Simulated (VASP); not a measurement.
Wanted: the native input for a VASP 6.6.1 run.

```yaml
Task: relaxation of cell and atoms
Functional: PBE
Potentials_or_basis: VASP PAW PBE potentials, release 64 (Rb_sv, Br)
Cutoff: 600 eV
k_mesh: 6 × 6 × 6
Occupations: gaussian, width 0.02 eV
Spin: no spin polarisation
Dipole_correction: no
Further_INCAR_settings: ALGO = Normal; EDIFF = 1e-06; IBRION = 2; EDIFFG = -0.01; NSW = 100; ISIF = 3
```

The structure of RbBr lies in POSCAR:

```
RbBr
1.0
    0.0000000000      3.5079734015      3.5079734015
    3.5079734015      0.0000000000      3.5079734015
    3.5079734015      3.5079734015      0.0000000000
Rb Br
1 1
Direct
    0.0000000000      0.0000000000      0.0000000000
    0.5000000000      0.5000000000      0.5000000000
```

One way to write it, as run:

INCAR

```
SYSTEM = RbBr
  PREC = Accurate
  ENCUT = 600
  EDIFF = 1E-6
  ISMEAR = 0
  SIGMA = 0.02
  LREAL = .False.
  LASPH = .True.
  NELM = 60
  ALGO = Normal
  ISIF = 3
  LWAVE = .False.
  LCHARG = .False.
  GGA = PE
  IBRION = 2
  NSW = 100
  EDIFFG = -0.01
```

KPOINTS

```
regular mesh
0
Gamma
  6 6 6
  0 0 0
```

Potentials or basis: VASP PAW PBE potentials, release 64 (Rb_sv, Br).

Command:

```console
$ cat potpaw_PBE.64/Rb_sv/POTCAR potpaw_PBE.64/Br/POTCAR > POTCAR
$ mpirun -np 1 vasp_std > vasp.out
```

Results of the run:

```json
{
 "Pressure after relaxing": "0.0 GPa",
 "Band gap on the k mesh": "4.19 eV"
}
```

Caveat: the relaxation stopped at its first step, so nothing moved.

Wall time 45 s on 1 thread of Oxide Virtual Turin-like Processor, on a shared host, peak memory 0.2 GiB.
